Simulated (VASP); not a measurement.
# CaO (P6_3/mmc) in VASP: relaxation of cell and atoms with r2SCAN

Aim: the relaxation of cell and atoms of CaO with r2SCAN.

Everything below comes from runs of VASP 6.6.1. Logs are shortened: lines on timing, memory, paths and dates and some standing lists are left out, and cuts for length are marked.

### Step 1. The cell of the first run

It takes space group P6_3/mmc (No. 194, hexagonal). The conventional cell has a = 3.346 Å, b = 3.346 Å, c = 5.867 Å, α = 90.00°, β = 90.00°, γ = 120.00°. Ca (site symmetry -3m) has 6 O at 2.43 Å and 2 Ca at 2.93 Å within 3.2 Å. O (site symmetry -6m2) has 6 Ca at 2.43 Å within 3.2 Å.

### Step 2. Relaxation of cell and atoms, r2SCAN

File POSCAR:

```
CaO
1.0
    3.3458192830      0.0000000000      0.0000000000
   -1.6729096415      2.8975644955      0.0000000000
    0.0000000000      0.0000000000      5.8673173375
Ca O
2 2
Direct
    0.0000000000      0.0000000000      0.0000000000
    0.0000000000      0.0000000000      0.5000000000
    0.3333333333      0.6666666667      0.2500000000
    0.6666666667      0.3333333333      0.7500000000
```

File INCAR.step1:

```
PREC = Accurate
ENCUT = 600
ISMEAR = -1
SIGMA = 0.02
LREAL = F
LASPH = T
NELM = 80
GGA = PE
ALGO = Normal
EDIFF = 1E-4
LWAVE = T
LCHARG = F
```

File INCAR.step2:

```
PREC = Accurate
ENCUT = 600
EDIFF = 1E-6
ISMEAR = -1
SIGMA = 0.02
LREAL = F
LASPH = T
NELM = 80
ALGO = Normal
ISIF = 3
LWAVE = F
LCHARG = F
METAGGA = R2SCAN
LMIXTAU = T
IBRION = 2
NSW = 80
EDIFFG = -0.005
ISTART = 1
```

File KPOINTS:

```
Automatic mesh
0
Gamma
  12 12 4
```

Potentials or basis: VASP PAW PBE potentials, release 64 (Ca_sv, O).

Started as:

```bash
> cat potpaw_PBE.64/Ca_sv/POTCAR potpaw_PBE.64/O/POTCAR > POTCAR
> cp INCAR.step1 INCAR
> mpirun -np 1 vasp_std > vasp.out
> cp INCAR.step2 INCAR
> mpirun -np 1 vasp_std > vasp.out
```

OUTCAR:

```text
PREC = Accurate
   ENCUT = 600
   EDIFF = 1E-6
   ISMEAR = -1
   LREAL = F
   LASPH = T
   NELM = 80
   ISIF = 3
   METAGGA = R2SCAN
   IBRION = 2
   NSW = 80
   EDIFFG = -0.005
   ISTART = 1

 ion  position               nearest neighbor table
   1  0.000  0.000  0.000-   3 2.43   4 2.43   3 2.43   4 2.43   4 2.43   3 2.43   2 2.93   2 2.93

   2  0.000  0.000  0.500-   3 2.43   4 2.43   3 2.43   4 2.43   4 2.43   3 2.43   1 2.93   1 2.93

   3  0.333  0.667  0.250-   1 2.43   2 2.43   1 2.43   2 2.43   1 2.43   2 2.43
   4  0.667  0.333  0.750-   1 2.43   2 2.43   1 2.43   2 2.43   1 2.43   2 2.43

  LATTYP: Found a hexagonal cell.
 ALAT       =     3.3458192830
 C/A-ratio  =     1.7536264936

  Lattice vectors:

 A1 = (   3.3458192830,   0.0000000000,   0.0000000000)
 A2 = (  -1.6729096415,   2.8975644955,   0.0000000000)
 A3 = (   0.0000000000,   0.0000000000,   5.8673173375)

Analysis of symmetry for initial positions (statically):
=====================================================================
 Subroutine PRICEL returns:
 Original cell was already a primitive cell.

 Routine SETGRP: Setting up the symmetry group for a
 hexagonal supercell.

 Subroutine GETGRP returns: Found 24 space group operations
 (whereof 12 operations were pure point group operations)
 out of a pool of 24 trial point group operations.

The static configuration has the point symmetry D_3d.
 The point group associated with its full space group is D_6h.

Analysis of symmetry for dynamics (positions and initial velocities):
=====================================================================
 Subroutine PRICEL returns:
 Original cell was already a primitive cell.

 Routine SETGRP: Setting up the symmetry group for a
 hexagonal supercell.

 Subroutine GETGRP returns: Found 24 space group operations
 (whereof 12 operations were pure point group operations)
 out of a pool of 24 trial point group operations.

The dynamic configuration has the point symmetry D_3d.
 The point group associated with its full space group is D_6h.

 Subroutine INISYM returns: Found 24 space group operations
 (whereof 12 operations are pure point group operations),
 and found     1 'primitive' translations

----------------------------------------------------------------------------------------

                                     Primitive cell

  volume of cell :      56.8820

  direct lattice vectors                    reciprocal lattice vectors
     3.345819283  0.000000000  0.000000000     0.298880458  0.172558713  0.000000000
    -1.672909641  2.897564496  0.000000000     0.000000000  0.345117426  0.000000000
     0.000000000  0.000000000  5.867317338     0.000000000  0.000000000  0.170435642

  length of vectors
     3.345819283  3.345819283  5.867317338     0.345117426  0.345117426  0.170435642

  position of ions in fractional coordinates (direct lattice)
     0.000000000  0.000000000  0.000000000
     0.000000000  0.000000000  0.500000000
     0.333333333  0.666666667  0.250000000
     0.666666667  0.333333333  0.750000000

  ion indices of the primitive-cell ions
   primitive index   ion index
                 1           1
                 2           2
                 3           3
                 4           4

----------------------------------------------------------------------------------------

 KPOINTS: Automatic mesh

Automatic generation of k-mesh.
 Grid dimensions read from file:
 generate k-points for:   12   12    4

 Generating k-lattice:

  Cartesian coordinates                     Fractional coordinates (reciprocal lattice)
     0.024906705  0.014379893  0.000000000     0.083333333  0.000000000  0.000000000
     0.000000000  0.028759785  0.000000000     0.000000000  0.083333333  0.000000000
     0.000000000  0.000000000  0.042608911     0.000000000  0.000000000  0.250000000

  Length of vectors
     0.028759785  0.028759785  0.042608911

  Shift w.r.t. Gamma in fractional coordinates (k-lattice)
     0.000000000  0.000000000  0.000000000

 Subroutine IBZKPT returns following result:
 ===========================================

 Found     57 irreducible k-points:

 Following reciprocal coordinates:
            Coordinates               Weight
  0.000000  0.000000  0.000000      1.000000
  0.083333  0.000000  0.000000      6.000000
  0.166667 -0.000000  0.000000      6.000000
  0.250000 -0.000000  0.000000      6.000000
  0.333333  0.000000  0.000000      6.000000
  0.416667 -0.000000  0.000000      6.000000
[... 16 lines left out ...]
  0.250000 -0.000000  0.250000     12.000000
  0.333333  0.000000  0.250000     12.000000
 [... further k-points ...]
   k-points           NKPTS =     57   k-points in BZ     NKDIM =     57   number of bands    NBANDS=     20
   number of dos      NEDOS =    301   number of ions     NIONS =      4
   total plane-waves  NPLWV =  37632
   dimension x,y,z NGX =    28 NGY =   28 NGZ =   48
   dimension x,y,z NGXF=    56 NGYF=   56 NGZF=   96
   ions per type =               2   2
   NGX,Y,Z   is equivalent  to a cutoff of  13.91, 13.91, 13.60 a.u.
   NGXF,Y,Z  is equivalent  to a cutoff of  27.83, 27.83, 27.20 a.u.
 SYSTEM =  unknown system
   PREC   = accura    normal or accurate (medium, high low for compatibility)
   ISTART =      1    job   : 0-new  1-cont  2-samecut
   ICHARG =      0    charge: 1-file 2-atom 10-const
   ISPIN  =      1    spin polarized calculation?
   LNONCOLLINEAR =      F non collinear calculations
   LSORBIT =      F    spin-orbit coupling
   LASPH  =      T    aspherical Exc in radial PAW
   ENCUT  =  600.0 eV  44.10 Ry    6.64 a.u.   6.68  6.68 11.72*2*pi/ulx,y,z
   NELM   =     80;   NELMIN=  2; NELMDL=  0     # of ELM steps
   EDIFF  = 0.1E-05   stopping-criterion for ELM
   LREAL  =      F    real-space projection
   EDIFFG = -.5E-02   stopping-criterion for IOM
   NSW    =     80    number of steps for IOM
   IBRION =      2    ionic relax: 0-MD 1-quasi-New 2-CG
   NFREE  =      1    steps in history (QN), initial steepest desc. (CG)
   ISIF   =      3    stress and relaxation
   ISYM   =      2    0-nonsym 1-usesym 2-fastsym
   POTIM  = 0.5000    time-step for ionic-motion
   TEBEG  =    0.0;   TEEND  =   0.0 temperature during run
   PSTRESS=    0.0 pullay stress
   NELECT =      32.0000    total number of electrons
   NUPDOWN=      -1.0000    fix difference up-down
   EMIN   =  10.00;   EMAX   =-10.00  energy-range for DOS
   EFERMI =   0.00;   METHOD = LEGACY
   ISMEAR =    -1;   SIGMA  =   0.02  broadening in eV -4-tet -1-fermi 0-gaus
   EFERMI_NEDOS =   21; number of points for ismear=-14 and -15
   IALGO  =     38    algorithm
   IMIX   =      4    mixing-type and parameters
     AMIX     =   0.40;   BMIX     =  1.00
     AMIX_MAG =   1.60;   BMIX_MAG =  1.00
  volume/ion in A,a.u.               =      14.22        95.96
  Fermi-wavevector in a.u.,A,eV,Ry     =   1.351449  2.553869 24.849889  1.826415
  Thomas-Fermi vector in A             =   2.478870
   LORBIT       =      0    0 simple, 1 ext, 2 COOP (PROOUT), +10 PAW based schemes
   METAGGA = R2SCAN    functional components
   LHFCALC =     F    Hartree Fock is set to
   AEXX    =    0.0000 exact exchange contribution
   IVDW    =     0    specifies the selected vdW correction
   LEPSILON=     F    determine dielectric tensor
   LRPA    =     F    only Hartree local field effects (RPA)
 conjugate gradient relaxation of ions
 non-spin polarized calculation
  energy-cutoff  :      600.00
  volume of cell :       56.88
 maximum number of plane-waves:      1931
 NGX is ok and might be reduce to    28
   NGX = 13   NGY = 13   NGZ = 23

--------------------------------------- Ionic step        1  -------------------------------------------

 number of electron      31.9999999 magnetization

 Free energy of the ion-electron system (eV)
  ---------------------------------------------------
  ext. energy  EPLUGINS =         0.00000000
  ---------------------------------------------------
  free energy    TOTEN  =       -38.25366908 eV

  energy without entropy =      -38.25366908  energy(sigma->0) =      -38.25366908

------------------------ aborting loop because EDIFF is reached ----------------------------------------

  FORCE on cell =-STRESS in cart. coord.  units (eV):
  Direction    XX          YY          ZZ          XY          YZ          ZX
  --------------------------------------------------------------------------------------
  -------------------------------------------------------------------------------------
  Total       -0.6021249     -0.6021249     -0.7364384      0.0000000      0.0000000      0.0000000
  in kB      -16.9598487    -16.9598487    -20.7430133      0.0000000      0.0000000      0.0000000
  external PRESSURE =     -18.2209036 kB  Pullay stress =       0.0000000 kB
[... 137 lines left out ...]
  energy  without entropy=      -38.2591663232  energy(sigma->0) =      -38.25916632

--------------------------------------- Ionic step        5  -------------------------------------------

 number of electron      31.9999997 magnetization

 Free energy of the ion-electron system (eV)
  ---------------------------------------------------
  ext. energy  EPLUGINS =         0.00000000
  ---------------------------------------------------
  free energy    TOTEN  =       -38.25916931 eV

  energy without entropy =      -38.25916931  energy(sigma->0) =      -38.25916931

 E-fermi :   2.4957     XC(G=0): -11.0217

 val. band max:        2.1106566929   @ k =   0.0000   0.0000   0.0000
 cond. band min:       6.4992461561   @ k =   0.0000   0.0000   0.0000
 fundamental gap:      4.3885894632
 Fermi energy:         2.4956956083

 k-point     1 :       0.0000    0.0000    0.0000
  band No.  band energies     occupation
      1     -37.4136      2.00000
      2     -37.2508      2.00000
      3     -18.6821      2.00000
      4     -17.2935      2.00000
      5     -17.2934      2.00000
      6     -17.1620      2.00000
[... 12 lines left out ...]
     19       9.1111      0.00000
[... 513 lines left out ...]
      4     -17.9816      2.00000
      5     -17.6351      2.00000
      6     -17.3786      2.00000
[... 12 lines left out ...]
     19       9.2207      0.00000
     20      10.0401      0.00000

 [... further k-points ...]

------------------------ aborting loop because EDIFF is reached ----------------------------------------

  FORCE on cell =-STRESS in cart. coord.  units (eV):
  Direction    XX          YY          ZZ          XY          YZ          ZX
  --------------------------------------------------------------------------------------
  -------------------------------------------------------------------------------------
  Total       -0.0099798     -0.0099798     -0.0126132      0.0000000      0.0000000      0.0000000
  in kB       -0.2857577     -0.2857577     -0.3611603      0.0000000      0.0000000      0.0000000
  external PRESSURE =      -0.3108919 kB  Pullay stress =       0.0000000 kB
[... 19 lines left out ...]
  FREE ENERGIE OF THE ION-ELECTRON SYSTEM (eV)
  ---------------------------------------------------
  free  energy   TOTEN  =       -38.2591693150 eV

  energy  without entropy=      -38.2591693150  energy(sigma->0) =      -38.25916931

 reached required accuracy - stopping structural energy minimisation
```

It took 15 min on 1 thread of Intel Xeon 6975P-C (Granite Rapids), shared host; peak memory 0.24 GiB.

What came out:

```yaml
Free_energy: -38.2592 eV
Relaxed_volume: 13.99 Å³/atom
Relaxed_cell: a = 3.328 Å, b = 3.328 Å, c = 5.832 Å, α = 90.00°, β = 90.00°, γ = 120.00°
Space_group_after_relaxing_to_0.1_Å: P6_3/mmc (No. 194)
Energy_gained_by_relaxing: 1.4 meV/atom
Ionic_steps: 5
Pressure_after_relaxing: 0.0 GPa
Band_gap_on_the_k_mesh: 4.39 eV
```

Step by step:
```csv
step,energy change (eV),largest force (eV/Å),pressure (GPa),volume (Å³)
1,0.0000,0.0000,-1.82,56.88
2,-0.0046,0.0000,0.78,55.56
3,-0.0055,0.0000,0.00,55.94
4,-0.0055,0.0000,-0.03,55.96
5,-0.0055,0.0000,-0.03,55.95
```

Final structure:
```yaml
crystal:
  lattice:
    - [3.32844, 0.00000, 0.00000]
    - [-1.66422, 2.88251, 0.00000]
    - [0.00000, 0.00000, 5.83208]
  atoms:
    - { symbol: Ca, position: [0.00000, 0.00000, 0.00000] }
    - { symbol: Ca, position: [0.00000, 0.00000, 0.50000] }
    - { symbol: O, position: [0.33333, 0.66667, 0.25000] }
    - { symbol: O, position: [0.66667, 0.33333, 0.75000] }
```

Caveat: the PAW data sets were made with another functional, which shifts forces and pressure a little. A k mesh can miss the band edges.
